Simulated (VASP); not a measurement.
Runs of VASP 6.6.1 on MgS. The structure is that of space group Pm-3m (No. 221), or close to it. The cells are those of the table. 

```tsv
task	cell	k mesh	cutoff (eV)	gap on the mesh (eV)	pressure (GPa)	relaxed volume (Å³/atom)
relaxation of cell and atoms	relaxed from a = 3.276 Å, 2 atoms	16 × 16 × 16	600	none	0.0	(a)
single point	a = 3.276 Å, 2 atoms	6 × 6 × 6	520	-	-0.5	-
single point	a = 3.276 Å, 2 atoms	16 × 16 × 16	520	none	(b)	-
relaxation of cell and atoms	relaxed from a = 3.520 Å, 2 atoms	6 × 6 × 6	600	-	-0.1	17.48
single point	a = 3.520 Å, 2 atoms	6 × 6 × 6	520	none	-9.9	-
```

Alike in all rows: level PBE; potentials or basis VASP PAW PBE potentials, release 64 (Mg, S); no spin polarisation; smearing gaussian 0.1 eV.

Question: Fill in the values left out.

Answer: (a) 17.49; (b) -0.3.

Caveats: the volume moved by over 15 % at a fixed basis, so the end points are rough (some runs).

A gap of «none» marks levels without a gap at the run's occupations.
